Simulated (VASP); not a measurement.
# W (Im-3m) in VASP: notebook

The runs below take W through single point, relaxation of cell and atoms, with PBEsol.

All numbers are computed with VASP 6.6.1; they aren't measurements. Logs are shortened: lines on timing, memory, paths and dates and some standing lists are left out, and cuts for length are marked.

## (1) The cell of the first run

Symmetry: Im-3m, No. 229, cubic system. The conventional cell has a = 3.011 Å, b = 3.011 Å, c = 3.011 Å, α = 90.00°, β = 90.00°, γ = 90.00°. Within 3.4 Å of W (site symmetry m-3m) lie 14 W at 2.61 to 3.01 Å.

## (2) Single point, PBEsol

INCAR

```
PREC = Accurate
ENCUT = 520
EDIFF = 1E-6
ISMEAR = 0
SIGMA = 0.1
LREAL = F
LASPH = T
NELM = 80
ALGO = Fast
ISIF = 2
LWAVE = F
LCHARG = T
GGA = PS
LELF = T
LVHAR = T
NBANDS = 13
```

KPOINTS

```
Automatic mesh
0
Gamma
  20 20 20
```

POSCAR

```
W
1.0
   -1.5053281948      1.5053281948      1.5053281948
    1.5053281948     -1.5053281948      1.5053281948
    1.5053281948      1.5053281948     -1.5053281948
W
1
Direct
    0.0000000000      0.0000000000      0.0000000000
```

Potentials or basis: VASP PAW PBE potentials, release 64 (W_sv).

Run with:

```bash
cat potpaw_PBE.64/W_sv/POTCAR > POTCAR
mpirun -np 1 vasp_std > vasp.out
```

OUTCAR:

```text
PREC = Accurate
   ENCUT = 520
   EDIFF = 1E-6
   ISMEAR = 0
   LREAL = F
   LASPH = T
   NELM = 80
   ISIF = 2
   GGA = PS

 ion  position               nearest neighbor table
   1  0.000  0.000  0.000-

  LATTYP: Found a body centered cubic cell.
 ALAT       =     3.0106563896

  Lattice vectors:

 A1 = (  -1.5053281948,   1.5053281948,   1.5053281948)
 A2 = (   1.5053281948,  -1.5053281948,   1.5053281948)
 A3 = (   1.5053281948,   1.5053281948,  -1.5053281948)

Analysis of symmetry for initial positions (statically):
=====================================================================
 Subroutine PRICEL returns:
 Original cell was already a primitive cell.

 Routine SETGRP: Setting up the symmetry group for a
 body centered cubic supercell.

 Subroutine GETGRP returns: Found 48 space group operations
 (whereof 48 operations were pure point group operations)
 out of a pool of 48 trial point group operations.

The static configuration has the point symmetry O_h .

Analysis of symmetry for dynamics (positions and initial velocities):
=====================================================================
 Subroutine PRICEL returns:
 Original cell was already a primitive cell.

 Routine SETGRP: Setting up the symmetry group for a
 body centered cubic supercell.

 Subroutine GETGRP returns: Found 48 space group operations
 (whereof 48 operations were pure point group operations)
 out of a pool of 48 trial point group operations.

The dynamic configuration has the point symmetry O_h .

 Subroutine INISYM returns: Found 48 space group operations
 (whereof 48 operations are pure point group operations),
 and found     1 'primitive' translations

----------------------------------------------------------------------------------------

                                     Primitive cell

  volume of cell :      13.6444

  direct lattice vectors                    reciprocal lattice vectors
    -1.505328195  1.505328195  1.505328195     0.000000000  0.332153481  0.332153481
     1.505328195 -1.505328195  1.505328195     0.332153481  0.000000000  0.332153481
     1.505328195  1.505328195 -1.505328195     0.332153481  0.332153481  0.000000000

  length of vectors
     2.607304915  2.607304915  2.607304915     0.469735958  0.469735958  0.469735958

  position of ions in fractional coordinates (direct lattice)
     0.000000000  0.000000000  0.000000000

  ion indices of the primitive-cell ions
   primitive index   ion index
                 1           1

----------------------------------------------------------------------------------------

 KPOINTS: Automatic mesh

Automatic generation of k-mesh.
 Grid dimensions read from file:
 generate k-points for:   20   20   20

 Generating k-lattice:

  Cartesian coordinates                     Fractional coordinates (reciprocal lattice)
     0.000000000  0.016607674  0.016607674     0.050000000  0.000000000  0.000000000
     0.016607674  0.000000000  0.016607674     0.000000000  0.050000000  0.000000000
     0.016607674  0.016607674  0.000000000     0.000000000  0.000000000  0.050000000

  Length of vectors
     0.023486798  0.023486798  0.023486798

  Shift w.r.t. Gamma in fractional coordinates (k-lattice)
     0.000000000  0.000000000  0.000000000

 Subroutine IBZKPT returns following result:
 ===========================================

 Found    256 irreducible k-points:

 Following reciprocal coordinates:
            Coordinates               Weight
  0.000000  0.000000  0.000000      1.000000
  0.050000  0.000000  0.000000     12.000000
  0.100000  0.000000  0.000000     12.000000
  0.150000  0.000000  0.000000     12.000000
  0.200000  0.000000  0.000000     12.000000
  0.250000  0.000000  0.000000     12.000000
[... 16 lines left out ...]
  0.200000  0.100000  0.000000     48.000000
  0.250000  0.100000 -0.000000     48.000000
 [... further k-points ...]
   k-points           NKPTS =    256   k-points in BZ     NKDIM =    256   number of bands    NBANDS=     13
   number of dos      NEDOS =    301   number of ions     NIONS =      1
   total plane-waves  NPLWV =   8000
   dimension x,y,z NGX =    20 NGY =   20 NGZ =   20
   dimension x,y,z NGXF=    40 NGYF=   40 NGZF=   40
   ions per type =               1
   NGX,Y,Z   is equivalent  to a cutoff of  12.75, 12.75, 12.75 a.u.
   NGXF,Y,Z  is equivalent  to a cutoff of  25.50, 25.50, 25.50 a.u.
 SYSTEM =  unknown system
   PREC   = accura    normal or accurate (medium, high low for compatibility)
   ISTART =      0    job   : 0-new  1-cont  2-samecut
   ICHARG =      2    charge: 1-file 2-atom 10-const
   ISPIN  =      1    spin polarized calculation?
   LNONCOLLINEAR =      F non collinear calculations
   LSORBIT =      F    spin-orbit coupling
   LASPH  =      T    aspherical Exc in radial PAW
   ENCUT  =  520.0 eV  38.22 Ry    6.18 a.u.   4.85  4.85  4.85*2*pi/ulx,y,z
   NELM   =     80;   NELMIN=  2; NELMDL= -5     # of ELM steps
   EDIFF  = 0.1E-05   stopping-criterion for ELM
   LREAL  =      F    real-space projection
   EDIFFG = 0.1E-04   stopping-criterion for IOM
   NSW    =      0    number of steps for IOM
   IBRION =     -1    ionic relax: 0-MD 1-quasi-New 2-CG
   NFREE  =      0    steps in history (QN), initial steepest desc. (CG)
   ISIF   =      2    stress and relaxation
   ISYM   =      2    0-nonsym 1-usesym 2-fastsym
   POTIM  = 0.5000    time-step for ionic-motion
   TEBEG  =    0.0;   TEEND  =   0.0 temperature during run
   PSTRESS=    0.0 pullay stress
   NELECT =      14.0000    total number of electrons
   NUPDOWN=      -1.0000    fix difference up-down
   EMIN   =  10.00;   EMAX   =-10.00  energy-range for DOS
   EFERMI =   0.00;   METHOD = LEGACY
   ISMEAR =     0;   SIGMA  =   0.10  broadening in eV -4-tet -1-fermi 0-gaus
   EFERMI_NEDOS =   21; number of points for ismear=-14 and -15
   IALGO  =     68    algorithm
   IMIX   =      4    mixing-type and parameters
     AMIX     =   0.40;   BMIX     =  1.00
     AMIX_MAG =   1.60;   BMIX_MAG =  1.00
  volume/ion in A,a.u.               =      13.64        92.08
  Fermi-wavevector in a.u.,A,eV,Ry     =   1.651200  3.120315 37.095755  2.726461
  Thomas-Fermi vector in A             =   2.740020
   LORBIT       =      0    0 simple, 1 ext, 2 COOP (PROOUT), +10 PAW based schemes
   GGA     = PS    functional components
   LHFCALC =     F    Hartree Fock is set to
   AEXX    =    0.0000 exact exchange contribution
   IVDW    =     0    specifies the selected vdW correction
   LEPSILON=     F    determine dielectric tensor
   LRPA    =     F    only Hartree local field effects (RPA)
 non-spin polarized calculation
 RMM-DIIS sequential band-by-band and
 Gauss-broadening in eV      SIGMA  =   0.10
  energy-cutoff  :      520.00
  volume of cell :       13.64
 maximum number of plane-waves:       378
   NGX =  9   NGY =  9   NGZ =  9

 number of electron      14.0000004 magnetization

 Free energy of the ion-electron system (eV)
  ---------------------------------------------------
  ext. energy  EPLUGINS =         0.00000000
  ---------------------------------------------------
  free energy    TOTEN  =       -13.45260144 eV

  energy without entropy =      -13.45029789  energy(sigma->0) =      -13.45144966

 E-fermi :  13.7150     XC(G=0): -14.6311

 val. band max:       13.7134609386   @ k =   0.5000   0.5000   0.2500
 cond. band min:      13.7242555520   @ k =  -0.1500   0.2000   0.1000
 fundamental gap:      0.0107946134
 Fermi energy:        13.7150419406

 k-point     1 :       0.0000    0.0000    0.0000
  band No.  band energies     occupation
      1     -60.4307      2.00000
      2     -23.6898      2.00000
      3     -23.6898      2.00000
      4     -23.6898      2.00000
      5       3.1221      2.00000
      6      12.0392      2.00000
      7      12.0392      2.00000
      8      12.0392      2.00000
      9      16.1594      0.00000
     10      16.1594      0.00000
     11      28.4219      0.00000
     12      28.4219      0.00000
     13      28.4219      0.00000

 k-point     2 :       0.0500    0.0000    0.0000
  band No.  band energies     occupation
      1     -60.4244      2.00000
      2     -23.7473      2.00000
      3     -23.7070      2.00000
      4     -23.6904      2.00000
      5       3.2703      2.00000
      6      11.9449      2.00000
      7      12.0188      2.00000
      8      12.1826      2.00000
      9      15.9950      0.00000
     10      16.1573      0.00000
     11      28.5576      0.00000
     12      28.6672      0.00000
     13      28.8281      0.00000

 k-point     3 :       0.1000    0.0000    0.0000
  band No.  band energies     occupation
      1     -60.4063      2.00000
      2     -23.9120      2.00000
      3     -23.7564      2.00000
      4     -23.6918      2.00000
      5       3.6975      2.00000
      6      11.6822      2.00000
      7      11.9346      2.00000
      8      12.6091      2.00000
      9      15.6316      0.00000
     10      16.1587      0.00000
     11      28.9236      0.00000
     12      29.3825      0.00000
     13      29.9081      0.00000

 k-point     4 :       0.1500    0.0000    0.0000
  band No.  band energies     occupation
      1     -60.3780      2.00000
      2     -24.1622      2.00000
      3     -23.8325      2.00000
      4     -23.6942      2.00000
      5       4.3479      2.00000
      6      11.3008      2.00000
      7      11.7468      2.00000
      8      13.3066      2.00000
      9      15.3316      0.00000
     10      16.1829      0.00000
     11      29.3724      0.00000
     12      30.5155      0.00000
     13      31.3005      0.00000

 k-point     5 :       0.2000    0.0000    0.0000
  band No.  band energies     occupation
      1     -60.3422      2.00000
      2     -24.4675      2.00000
      3     -23.9271      2.00000
      4     -23.6972      2.00000
      5       5.1169      2.00000
      6      10.8601      2.00000
      7      11.5005      2.00000
      8      14.2548      0.00000
      9      15.2685      0.00000
     10      16.2518      0.00000
     11      29.5905      0.00000
     12      32.0020      0.00000
     13      32.3614      0.00000

 k-point     6 :       0.2500    0.0000    0.0000
  band No.  band energies     occupation
      1     -60.3022      2.00000
      2     -24.7942      2.00000
      3     -24.0303      2.00000
      4     -23.7006      2.00000
      5       5.8322      2.00000
      6      10.4135      2.00000
      7      11.3997      2.00000
      8      15.4233      0.00000
      9      15.4392      0.00000
     10      16.3818      0.00000
     11      29.2165      0.00000
     12      32.2317      0.00000
     13      33.7807      0.00000

 k-point     7 :       0.3000    0.0000    0.0000
  band No.  band energies     occupation
      1     -60.2621      2.00000
      2     -25.1098      2.00000
      3     -24.1317      2.00000
      4     -23.7041      2.00000
      5       6.2879      2.00000
      6      10.0025      2.00000
      7      11.6998      2.00000
      8      15.7466      0.00000
      9      16.5763      0.00000
     10      16.7664      0.00000
     11      28.3136      0.00000
     12      31.0999      0.00000
     13      35.7955      0.00000
[... 193 lines left out ...]
 k-point    20 :       0.4500    0.0500    0.0000
  band No.  band energies     occupation
      1     -60.1717      2.00000
      2     -25.7527      2.00000
      3     -24.3645      2.00000
      4     -23.7339      2.00000
      5       6.3445      2.00000
      6       9.2312      2.00000
      7      14.4985      0.00000
      8      16.1473      0.00000
      9      17.5267      0.00000
     10      21.2430      0.00000
     11      25.7272      0.00000
     12      27.2399      0.00000
     13      32.7272      0.00000

 k-point    21 :       0.1000    0.1000    0.0000
  band No.  band energies     occupation
      1     -60.3620      2.00000
      2     -24.2939      2.00000
      3     -23.8329      2.00000
      4     -23.7444      2.00000
      5       4.7234      2.00000
      6      11.2515      2.00000
      7      11.3947      2.00000
      8      13.8341      0.09228
      9      15.0266      0.00000
     10      16.4043      0.00000
     11      29.6884      0.00000
     12      31.0477      0.00000
     13      31.8055      0.00000

 k-point    22 :       0.1500    0.1000    0.0000
  band No.  band energies     occupation
      1     -60.3279      2.00000
      2     -24.5648      2.00000
      3     -23.9257      2.00000
      4     -23.7615      2.00000
      5       5.4784      2.00000
      6      10.8652      2.00000
      7      11.0953      2.00000
      8      14.8113      0.00000
      9      14.9302      0.00000
     10      16.6046      0.00000
     11      30.1575      0.00000
     12      31.4536      0.00000
     13      32.8206      0.00000

 k-point    23 :       0.2000    0.1000    0.0000
  band No.  band energies     occupation
      1     -60.2899      2.00000
      2     -24.8518      2.00000
      3     -24.0409      2.00000
      4     -23.7709      2.00000
      5       6.2097      2.00000
      6      10.4328      2.00000
      7      10.9605      2.00000
      8      14.9924      0.00000
      9      16.0783      0.00000
     10      16.8096      0.00000
     11      29.7008      0.00000
     12      31.7165      0.00000
     13      33.5130      0.00000

 k-point    24 :       0.2500    0.1000   -0.0000
  band No.  band energies     occupation
      1     -60.2517      2.00000
      2     -25.1283      2.00000
      3     -24.1589      2.00000
      4     -23.7776      2.00000
      5       6.6996      2.00000
      6      10.0457      2.00000
      7      11.1795      2.00000
      8      15.2873      0.00000
      9      16.9957      0.00000
     10      17.4668      0.00000
     11      28.6454      0.00000
     12      31.1504      0.00000
     13      34.6893      0.00000

 [... further k-points ...]
[... 5 lines left out ...]
  --------------------------------------------------------------------------------------
  -------------------------------------------------------------------------------------
  Total        5.2580908      5.2580908      5.2580908      0.0000000      0.0000000      0.0000000
  in kB      617.4262478    617.4262478    617.4262478      0.0000000      0.0000000      0.0000000
  external PRESSURE =     617.4262478 kB  Pullay stress =       0.0000000 kB

 VOLUME and BASIS-vectors are now :
 -----------------------------------------------------------------------------
  energy-cutoff  :      520.00
  volume of cell :       13.64
      direct lattice vectors                 reciprocal lattice vectors
    -1.505328195  1.505328195  1.505328195     0.000000000  0.332153481  0.332153481
     1.505328195 -1.505328195  1.505328195     0.332153481  0.000000000  0.332153481
     1.505328195  1.505328195 -1.505328195     0.332153481  0.332153481  0.000000000

 POSITION                                       TOTAL-FORCE (eV/Angst)
 -----------------------------------------------------------------------------------
      0.00000      0.00000      0.00000         0.000000      0.000000     -0.000000
 -----------------------------------------------------------------------------------
    total drift:                                0.000000      0.000000      0.000000

  FREE ENERGIE OF THE ION-ELECTRON SYSTEM (eV)
  ---------------------------------------------------
  free  energy   TOTEN  =       -13.4526014410 eV

  energy  without entropy=      -13.4502978859  energy(sigma->0) =      -13.45144966
```

It took 58 s on 1 thread of Intel Xeon 8259CL, shared host; peak memory 0.16 GiB.

Results:

```yaml
Free_energy: -13.4526 eV
Pressure: 61.7 GPa
Band_gap_on_the_k_mesh: zero (bands 7 and 8 overlap by 7.88 eV)
```

Levels at points of the mesh, in eV from the Fermi level:
| k point | band 3 | band 4 | band 5 | band 6 | band 7 | band 8 | band 9 | band 10 | band 11 | band 12 |
| --- | --- | --- | --- | --- | --- | --- | --- | --- | --- | --- |
| (0.00, 0.00, 0.00) | -37.40 | -37.40 | -10.59 | -1.68 | -1.68 | -1.68 | 2.44 | 2.44 | 14.71 | 14.71 |
| (0.50, 0.00, 0.00) | -38.07 | -37.43 | -7.49 | -4.53 | 1.24 | 2.46 | 3.64 | 7.49 | 11.73 | 13.62 |
| (0.50, 0.50, 0.50) | -38.84 | -38.84 | -7.33 | -7.33 | 6.21 | 6.21 | 6.21 | 9.47 | 9.47 | 9.47 |

Caveat: the cell stands under pressure; the PAW data sets were made with another functional, which shifts forces and pressure a little; spin-orbit coupling is left out, which moves the levels of the heavy elements.

## (3) Relaxation of cell and atoms, PBEsol, target pressure 30 GPa, at which the enthalpy is minimised

This run uses another cell than the first one, of 14.49 Å³/atom.

INCAR

```
SYSTEM = W
  PREC = Accurate
  ENCUT = 600
  EDIFF = 1E-7
  ISMEAR = 0
  SIGMA = 0.1
  LREAL = .FALSE.
  LASPH = .TRUE.
  NELM = 60
  ALGO = Fast
  ISIF = 3
  LWAVE = .FALSE.
  LCHARG = .FALSE.
  GGA = PS
  IBRION = 2
  NSW = 70
  EDIFFG = -0.008
  PSTRESS = 300.0
```

KPOINTS

```
Automatic mesh
0
G
  18 18 18
  0 0 0
```

POSCAR

```
W
1.0
   -1.5359570728      1.5359570728      1.5359570728
    1.5359570728     -1.5359570728      1.5359570728
    1.5359570728      1.5359570728     -1.5359570728
W
1
Direct
    0.0000000000      0.0000000000      0.0000000000
```

Potentials or basis: VASP PAW PBE potentials, release 64 (W_sv).

Run with:

```bash
cat potpaw_PBE.64/W_sv/POTCAR > POTCAR
mpirun -np 1 vasp_std > vasp.out
```

It took 2.1 min on 1 thread of Intel Xeon 8259CL, shared host; peak memory 0.18 GiB.

Results (log left out):

* Free energy: -13.6979 eV
* Relaxed volume: 14.55 Å³/atom
* Relaxed cell: a = 2.664 Å, b = 2.664 Å, c = 2.664 Å, α = 109.47°, β = 109.47°, γ = 109.47°
* Space group after relaxing (to 0.1 Å): Im-3m (No. 229)
* Energy change on relaxing (the run minimises the enthalpy): -10.1 meV/atom
* Ionic steps: 3
* Pressure after relaxing: 30.0 GPa
* Band gap on the k mesh: zero (bands 7 and 8 overlap by 7.22 eV)

The path:
| step | energy change (eV) | largest force (eV/Å) | pressure (GPa) | volume (Å³) |
| --- | --- | --- | --- | --- |
| 1 | 0.0000 | 0.0000 | 31.62 | 14.49 |
| 2 | -0.0520 | 0.0000 | 22.50 | 14.80 |
| 3 | -0.0101 | 0.0000 | 29.99 | 14.55 |

Final structure:
```cif
data_structure
_symmetry_space_group_name_H-M 'P 1'
_symmetry_Int_Tables_number 1
_cell_length_a 2.6636
_cell_length_b 2.6636
_cell_length_c 2.6636
_cell_angle_alpha 109.471
_cell_angle_beta 109.471
_cell_angle_gamma 109.471
_cell_volume 14.55
loop_
_atom_site_label
_atom_site_type_symbol
_atom_site_fract_x
_atom_site_fract_y
_atom_site_fract_z
_atom_site_occupancy
W1 W 0.00000 0.00000 0.00000 1
```

Levels at points of the mesh, in eV from the Fermi level:
| k point | band 3 | band 4 | band 5 | band 6 | band 7 | band 8 | band 9 | band 10 | band 11 |
| --- | --- | --- | --- | --- | --- | --- | --- | --- | --- |
| (0.00, 0.00, 0.00) | -37.44 | -37.44 | -10.11 | -1.38 | -1.38 | -1.38 | 2.45 | 2.45 | 14.74 |
| (0.50, 0.00, 0.00) | -37.99 | -37.46 | -6.87 | -4.01 | 1.06 | 2.41 | 3.50 | 6.99 | 11.73 |
| (0.50, 0.50, 0.50) | -38.63 | -38.63 | -6.57 | -6.57 | 5.84 | 5.84 | 5.84 | 9.00 | 9.00 |

Caveat: the cell is relaxed towards a set pressure, so the run minimises the enthalpy, not the energy; the PAW data sets were made with another functional, which shifts forces and pressure a little; spin-orbit coupling is left out, which moves the levels of the heavy elements.
